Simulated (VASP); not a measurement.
Set up this calculation in VASP 6.6.1, as the native input.

```
Task                   : single point
Functional             : LDA
Potentials or basis    : VASP PAW LDA potentials, release 64 (Bi_d, Rh_pv)
Cutoff                 : 520 eV
k mesh                 : 12 × 12 × 7
Occupations            : fermi-dirac, width 0.03 eV
Spin                   : no spin polarisation
Dipole correction      : no
Further INCAR settings : ALGO = Normal; EDIFF = 1e-07; NBANDS = 38
```

The structure of BiRh lies in POSCAR:

```
BiRh
1.0
    4.0940008647      0.0000000000      0.0000000000
   -2.0470004323      3.5455087519      0.0000000000
    0.0000000000      0.0000000000      5.6063700000
Bi Rh
2 2
Direct
    0.3333333333      0.6666666667      0.2500000000
    0.6666666667      0.3333333333      0.7500000000
    0.0000000000      0.0000000000      0.0000000000
    0.0000000000      0.0000000000      0.5000000000
```

This cell differs from its parent crystal: zz strain of -1 %.

The input as run:

INCAR

```
SYSTEM = BiRh
PREC     = Accurate       ! precision mode
ENCUT    = 520            ! plane-wave cutoff, eV
EDIFF    = 1E-7           ! SCF threshold, eV
ISMEAR   = -1             ! smearing method
SIGMA    = 0.03           ! smearing width, eV
LREAL    = .FALSE.        ! projectors in reciprocal space
LASPH    = .TRUE.         ! aspherical terms in the spheres
NELM     = 100            ! most SCF steps
ALGO     = Normal         ! electronic algorithm
ISIF     = 2              ! what is computed and relaxed
LWAVE    = .FALSE.        ! write WAVECAR
LCHARG   = .FALSE.        ! write CHGCAR
GGA      = CA             ! functional
NBANDS   = 38             ! bands
```

KPOINTS

```
Automatic mesh
0
G
  12 12 7
  0 0 0
```

Potentials or basis: VASP PAW LDA potentials, release 64 (Bi_d, Rh_pv).

The run is started by

```bash
$ cat potpaw_LDA.64/Bi_d/POTCAR potpaw_LDA.64/Rh_pv/POTCAR > POTCAR
$ mpirun -np 1 vasp_std > vasp.out
```

Results of the run:

```json
{"Pressure": "-1.0 GPa", "Band gap on the k mesh": "zero (bands 30 and 31 overlap by 2.53 eV)"}
```

Caveat: the cell differs from its parent crystal (zz strain of -1 %); spin-orbit coupling is left out, which moves the levels of the heavy elements.

Run time: 79 s on 1 thread of AMD EPYC 9R45 96-Core Processor (Zen 5) (shared host), peak memory 0.26 GiB.
